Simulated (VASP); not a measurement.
# KCl (Fmmm) in VASP: further runs

Runs on KCl. Level: PBEsol. Tasks: single point.

All numbers are computed with VASP 6.6.1; they aren't measurements. Logs are shortened: lines on timing, memory, paths and dates and some standing lists are left out, and cuts for length are marked.

### Step 1. The cell of the first run

Symmetry: Fmmm, No. 69, orthorhombic system. Conventional cell: a = 6.218 Å, b = 6.312 Å, c = 6.407 Å, α = 90.00°, β = 90.00°, γ = 90.00°. K (site symmetry mmm) has 6 Cl at 3.11 to 3.20 Å within 4.1 Å. Within 4.1 Å of Cl (site symmetry mmm) lie 6 K at 3.11 to 3.20 Å.

### Step 2. Single point, PBEsol (strain +0.0150 x Voigt [1, -1, 0, 0, 0, 0])

Contents of INCAR:

```
SYSTEM = KCl
ALGO = Normal ; EDIFF = 1E-6
ENCUT = 520 ; GGA = PS
ISIF = 2 ; ISMEAR = 0
LASPH = .TRUE. ; LCHARG = .FALSE.
LREAL = .FALSE. ; LWAVE = .FALSE.
NBANDS = 15 ; NELM = 80
PREC = Accurate ; SIGMA = 0.05
```

Contents of KPOINTS:

```
k-points
0
G
  6 6 6
  0 0 0
```

Contents of POSCAR:

```
KCl
1.0
    0.0000000000      3.1087585000      3.1561000000
    3.2034415000      0.0000000000      3.1561000000
    3.2034415000      3.1087585000      0.0000000000
K Cl
1 1
Direct
    0.0000000000      0.0000000000      0.0000000000
    0.5000000000      0.5000000000      0.5000000000
```

Potentials or basis: VASP PAW PBE potentials, release 64 (K_sv, Cl).

Launch:

```sh
$ cat potpaw_PBE.64/K_sv/POTCAR potpaw_PBE.64/Cl/POTCAR > POTCAR
$ mpirun -np 1 vasp_std > vasp.out
```

OUTCAR:

```text
SYSTEM = KCl
   EDIFF = 1E-6
   ENCUT = 520
   GGA = PS
   ISIF = 2
   ISMEAR = 0
   LASPH = .TRUE.
   LREAL = .FALSE.
   NELM = 80
   PREC = Accurate

 ion  position               nearest neighbor table
   1  0.000  0.000  0.000-   2 3.11   2 3.11   2 3.16   2 3.16   2 3.20   2 3.20
   2  0.500  0.500  0.500-   1 3.11   1 3.11   1 3.16   1 3.16   1 3.20   1 3.20

  LATTYP: Found a face centered orthorhombic cell.
 ALAT       =     6.2175170000
 B/A-ratio  =     1.0152284264
 C/A-ratio  =     1.0304568528

  Lattice vectors:

 A1 = (  -3.2034415000,   0.0000000000,  -3.1561000000)
 A2 = (  -3.2034415000,   3.1087585000,   0.0000000000)
 A3 = (   0.0000000000,   3.1087585000,  -3.1561000000)

Analysis of symmetry for initial positions (statically):
=====================================================================
 Subroutine PRICEL returns:
 Original cell was already a primitive cell.

 Routine SETGRP: Setting up the symmetry group for a
 face centered orthorhombic supercell.

 Subroutine GETGRP returns: Found  8 space group operations
 (whereof  8 operations were pure point group operations)
 out of a pool of  8 trial point group operations.

The static configuration has the point symmetry D_2h.

Analysis of symmetry for dynamics (positions and initial velocities):
=====================================================================
 Subroutine PRICEL returns:
 Original cell was already a primitive cell.

 Routine SETGRP: Setting up the symmetry group for a
 face centered orthorhombic supercell.

 Subroutine GETGRP returns: Found  8 space group operations
 (whereof  8 operations were pure point group operations)
 out of a pool of  8 trial point group operations.

The dynamic configuration has the point symmetry D_2h.

 Subroutine INISYM returns: Found  8 space group operations
 (whereof  8 operations are pure point group operations),
 and found     1 'primitive' translations

----------------------------------------------------------------------------------------

                                     Primitive cell

  volume of cell :      62.8615

  direct lattice vectors                    reciprocal lattice vectors
     0.000000000  3.108758500  3.156100000    -0.156082139  0.160835909  0.158423371
     3.203441500  0.000000000  3.156100000     0.156082139 -0.160835909  0.158423371
     3.203441500  3.108758500  0.000000000     0.156082139  0.160835909 -0.158423371

  length of vectors
     4.430050408  4.496999517  4.463901528     0.274459083  0.274459083  0.274459083

  position of ions in fractional coordinates (direct lattice)
     0.000000000  0.000000000  0.000000000
     0.500000000  0.500000000  0.500000000

  ion indices of the primitive-cell ions
   primitive index   ion index
                 1           1
                 2           2

----------------------------------------------------------------------------------------

 KPOINTS: k-points

Automatic generation of k-mesh.
 Grid dimensions read from file:
 generate k-points for:    6    6    6

 Generating k-lattice:

  Cartesian coordinates                     Fractional coordinates (reciprocal lattice)
    -0.026013690  0.026805985  0.026403895     0.166666667  0.000000000  0.000000000
     0.026013690 -0.026805985  0.026403895     0.000000000  0.166666667  0.000000000
     0.026013690  0.026805985 -0.026403895    -0.000000000 -0.000000000  0.166666667

  Length of vectors
     0.045743180  0.045743180  0.045743180

  Shift w.r.t. Gamma in fractional coordinates (k-lattice)
     0.000000000  0.000000000  0.000000000

 Subroutine IBZKPT returns following result:
 ===========================================

 Found     46 irreducible k-points:

 Following reciprocal coordinates:
            Coordinates               Weight
  0.000000  0.000000  0.000000      1.000000
  0.166667  0.000000  0.000000      8.000000
  0.333333 -0.000000  0.000000      8.000000
  0.500000  0.000000  0.000000      4.000000
  0.166667  0.166667  0.000000      2.000000
  0.333333  0.166667  0.000000      8.000000
[... 16 lines left out ...]
 -0.166667  0.166667  0.166667      8.000000
  0.500000  0.333333  0.166667      4.000000
 [... further k-points ...]
   k-points           NKPTS =     46   k-points in BZ     NKDIM =     46   number of bands    NBANDS=     15
   number of dos      NEDOS =    301   number of ions     NIONS =      2
   total plane-waves  NPLWV =  46656
   dimension x,y,z NGX =    36 NGY =   36 NGZ =   36
   dimension x,y,z NGXF=    72 NGYF=   72 NGZF=   72
   ions per type =               1   1
   NGX,Y,Z   is equivalent  to a cutoff of  13.51, 13.31, 13.41 a.u.
   NGXF,Y,Z  is equivalent  to a cutoff of  27.02, 26.62, 26.81 a.u.
 SYSTEM =  KCl
   PREC   = accura    normal or accurate (medium, high low for compatibility)
   ISTART =      0    job   : 0-new  1-cont  2-samecut
   ICHARG =      2    charge: 1-file 2-atom 10-const
   ISPIN  =      1    spin polarized calculation?
   LNONCOLLINEAR =      F non collinear calculations
   LSORBIT =      F    spin-orbit coupling
   LASPH  =      T    aspherical Exc in radial PAW
   ENCUT  =  520.0 eV  38.22 Ry    6.18 a.u.   8.24  8.36  8.30*2*pi/ulx,y,z
   NELM   =     80;   NELMIN=  2; NELMDL= -5     # of ELM steps
   EDIFF  = 0.1E-05   stopping-criterion for ELM
   LREAL  =      F    real-space projection
   EDIFFG = 0.1E-04   stopping-criterion for IOM
   NSW    =      0    number of steps for IOM
   IBRION =     -1    ionic relax: 0-MD 1-quasi-New 2-CG
   NFREE  =      0    steps in history (QN), initial steepest desc. (CG)
   ISIF   =      2    stress and relaxation
   ISYM   =      2    0-nonsym 1-usesym 2-fastsym
   POTIM  = 0.5000    time-step for ionic-motion
   TEBEG  =    0.0;   TEEND  =   0.0 temperature during run
   PSTRESS=    0.0 pullay stress
   NELECT =      16.0000    total number of electrons
   NUPDOWN=      -1.0000    fix difference up-down
   EMIN   =  10.00;   EMAX   =-10.00  energy-range for DOS
   EFERMI =   0.00;   METHOD = LEGACY
   ISMEAR =     0;   SIGMA  =   0.05  broadening in eV -4-tet -1-fermi 0-gaus
   EFERMI_NEDOS =   21; number of points for ismear=-14 and -15
   IALGO  =     38    algorithm
   IMIX   =      4    mixing-type and parameters
     AMIX     =   0.40;   BMIX     =  1.00
     AMIX_MAG =   1.60;   BMIX_MAG =  1.00
  volume/ion in A,a.u.               =      31.43       212.11
  Fermi-wavevector in a.u.,A,eV,Ry     =   1.037497  1.960584 14.645298  1.076399
  Thomas-Fermi vector in A             =   2.171937
   LORBIT       =      0    0 simple, 1 ext, 2 COOP (PROOUT), +10 PAW based schemes
   GGA     = PS    functional components
   LHFCALC =     F    Hartree Fock is set to
   AEXX    =    0.0000 exact exchange contribution
   IVDW    =     0    specifies the selected vdW correction
   LEPSILON=     F    determine dielectric tensor
   LRPA    =     F    only Hartree local field effects (RPA)
 non-spin polarized calculation
 Gauss-broadening in eV      SIGMA  =   0.05
  energy-cutoff  :      520.00
  volume of cell :       62.86
 maximum number of plane-waves:      1716
 NGX is ok and might be reduce to    36
   NGX = 17   NGY = 17   NGZ = 17

 number of electron      16.0000000 magnetization

 Free energy of the ion-electron system (eV)
  ---------------------------------------------------
  ext. energy  EPLUGINS =         0.00000000
  ---------------------------------------------------
  free energy    TOTEN  =        -7.01785682 eV

  energy without entropy =       -7.01785682  energy(sigma->0) =       -7.01785682

 E-fermi :  -1.6543     XC(G=0):  -7.6803

 val. band max:       -1.9305664699   @ k =   0.0000   0.0000   0.0000
 cond. band min:       3.0522751342   @ k =   0.0000   0.0000   0.0000
 fundamental gap:      4.9828416040
 Fermi energy:        -1.6543217345

 k-point     1 :       0.0000    0.0000    0.0000
  band No.  band energies     occupation
      1     -29.0051      2.00000
      2     -14.0221      2.00000
      3     -12.5321      2.00000
      4     -12.5320      2.00000
      5     -12.5310      2.00000
      6      -1.9492      2.00000
      7      -1.9408      2.00000
      8      -1.9306      2.00000
      9       3.0523      0.00000
     10       6.2550      0.00000
     11       6.3524      0.00000
     12       6.4514      0.00000
     13       7.1717      0.00000
     14       7.2949      0.00000
     15      10.7834      0.00000

 k-point     2 :       0.1667    0.0000    0.0000
  band No.  band energies     occupation
      1     -29.0024      2.00000
      2     -14.0722      2.00000
      3     -12.5352      2.00000
      4     -12.5330      2.00000
      5     -12.4679      2.00000
      6      -2.2612      2.00000
      7      -2.0307      2.00000
      8      -2.0228      2.00000
      9       3.6894      0.00000
     10       6.1569      0.00000
     11       6.6484      0.00000
     12       6.7501      0.00000
     13       7.5358      0.00000
     14       7.6729      0.00000
     15      11.7321      0.00000

 k-point     3 :       0.3333   -0.0000    0.0000
  band No.  band energies     occupation
      1     -28.9971      2.00000
      2     -14.1623      2.00000
      3     -12.5421      2.00000
      4     -12.5359      2.00000
      5     -12.3498      2.00000
      6      -2.7857      2.00000
      7      -2.1913      2.00000
      8      -2.1892      2.00000
      9       4.9173      0.00000
     10       6.1947      0.00000
     11       7.5940      0.00000
     12       7.6700      0.00000
     13       8.4531      0.00000
     14       8.6295      0.00000
     15      10.7691      0.00000
[... 343 lines left out ...]
 k-point    23 :      -0.1667    0.1667    0.1667
  band No.  band energies     occupation
      1     -28.9975      2.00000
      2     -14.0919      2.00000
      3     -12.5537      2.00000
      4     -12.5522      2.00000
      5     -12.4347      2.00000
      6      -2.6386      2.00000
      7      -2.1654      2.00000
      8      -2.1115      2.00000
      9       4.8270      0.00000
     10       5.5062      0.00000
     11       7.7434      0.00000
     12       7.9339      0.00000
     13       8.0264      0.00000
     14       8.4020      0.00000
     15      10.5182      0.00000

 k-point    24 :       0.5000    0.3333    0.1667
  band No.  band energies     occupation
      1     -28.9939      2.00000
      2     -14.0940      2.00000
      3     -12.5896      2.00000
      4     -12.5670      2.00000
      5     -12.4087      2.00000
      6      -2.7175      2.00000
      7      -2.2678      2.00000
      8      -2.2553      2.00000
      9       5.4705      0.00000
     10       5.7040      0.00000
     11       7.8671      0.00000
     12       8.5735      0.00000
     13       8.6071      0.00000
     14       9.0050      0.00000
     15       9.7924      0.00000

 [... further k-points ...]
[... 5 lines left out ...]
  --------------------------------------------------------------------------------------
  -------------------------------------------------------------------------------------
  Total       -0.3685916      0.0015622     -0.2036160      0.0000000      0.0000000      0.0000000
  in kB       -9.3944522      0.0398166     -5.1896498      0.0000000      0.0000000      0.0000000
  external PRESSURE =      -4.8480951 kB  Pullay stress =       0.0000000 kB

 VOLUME and BASIS-vectors are now :
 -----------------------------------------------------------------------------
  energy-cutoff  :      520.00
  volume of cell :       62.86
      direct lattice vectors                 reciprocal lattice vectors
     0.000000000  3.108758500  3.156100000    -0.156082139  0.160835909  0.158423371
     3.203441500  0.000000000  3.156100000     0.156082139 -0.160835909  0.158423371
     3.203441500  3.108758500  0.000000000     0.156082139  0.160835909 -0.158423371

 POSITION                                       TOTAL-FORCE (eV/Angst)
 -----------------------------------------------------------------------------------
      0.00000      0.00000      0.00000        -0.000000      0.000000      0.000000
      3.20344      3.10876      3.15610         0.000000      0.000000      0.000000
 -----------------------------------------------------------------------------------
    total drift:                                0.000000      0.000000      0.000000

  FREE ENERGIE OF THE ION-ELECTRON SYSTEM (eV)
  ---------------------------------------------------
  free  energy   TOTEN  =        -7.0178568200 eV

  energy  without entropy=       -7.0178568200  energy(sigma->0) =       -7.01785682
```

It took 26 s on 1 thread of Intel Xeon 6975P-C (Granite Rapids), shared host; peak memory 0.22 GiB.

Results:

- Free energy: -7.0179 eV
- Pressure: -0.5 GPa
- Band gap on the k mesh: 4.98 eV, direct

Caveat: the cell differs from its parent crystal (strain +0.0150 x Voigt [1, -1, 0, 0, 0, 0]); the PAW data sets were made with another functional, which shifts forces and pressure a little.

### Step 3. Single point, PBEsol (strain +0.0075 x Voigt [1, -1, 0, 0, 0, 0])

Contents of INCAR:

```
PREC     = Accurate       # precision mode
ENCUT    = 520            # plane-wave cutoff, eV
EDIFF    = 1E-7           # SCF threshold, eV
ISMEAR   = 0              # smearing method
SIGMA    = 0.05           # smearing width, eV
LREAL    = F              # projectors in reciprocal space
LASPH    = T              # aspherical terms in the spheres
NELM     = 80             # most SCF steps
ALGO     = Normal         # electronic algorithm
ISIF     = 2              # what is computed and relaxed
LWAVE    = F              # write WAVECAR
LCHARG   = F              # write CHGCAR
GGA      = PS             # functional
NBANDS   = 15             # bands
```

Contents of KPOINTS:

```
Automatic mesh
0
Gamma
  6 6 6
```

Contents of POSCAR:

```
KCl
1.0
    0.0000000000      3.1324292500      3.1561000000
    3.1797707500      0.0000000000      3.1561000000
    3.1797707500      3.1324292500      0.0000000000
K Cl
1 1
Direct
    0.0000000000      0.0000000000      0.0000000000
    0.5000000000      0.5000000000      0.5000000000
```

Potentials or basis: VASP PAW PBE potentials, release 64 (K_sv, Cl).

Launch:

```sh
$ cat potpaw_PBE.64/K_sv/POTCAR potpaw_PBE.64/Cl/POTCAR > POTCAR
$ mpirun -np 1 vasp_std > vasp.out
```

Wall time 26 s (1 thread of Intel Xeon 6975P-C (Granite Rapids), shared host); peak memory 0.21 GiB.

The run converged. Its results:

* Free energy: -7.0199 eV
* Pressure: -0.5 GPa
* Band gap on the k mesh: 4.99 eV, direct

Stress tensor (GPa, compression positive):
```
-0.74  0.00  0.00
 0.00 -0.27  0.00
 0.00  0.00 -0.52
```

Levels at points of the mesh, in eV from the valence-band top:
```
           k point  band 6  band 7  band 8  band 9  band 10  band 11
(0.00, 0.00, 0.00)   -0.01    0.00    0.00    4.99     8.24     8.29
(0.50, 0.00, 0.00)   -1.07   -0.33   -0.33    7.40     8.45    10.44
(0.50, 0.50, 0.00)   -0.67   -0.23   -0.23    6.41     8.18     9.85
(0.50, 0.00, 0.50)   -0.66   -0.24   -0.24    6.40     8.20     9.89
(0.00, 0.50, 0.50)   -0.69   -0.22   -0.22    6.42     8.17     9.80
```

Caveat: the cell differs from its parent crystal (strain +0.0075 x Voigt [1, -1, 0, 0, 0, 0]); the PAW data sets were made with another functional, which shifts forces and pressure a little.
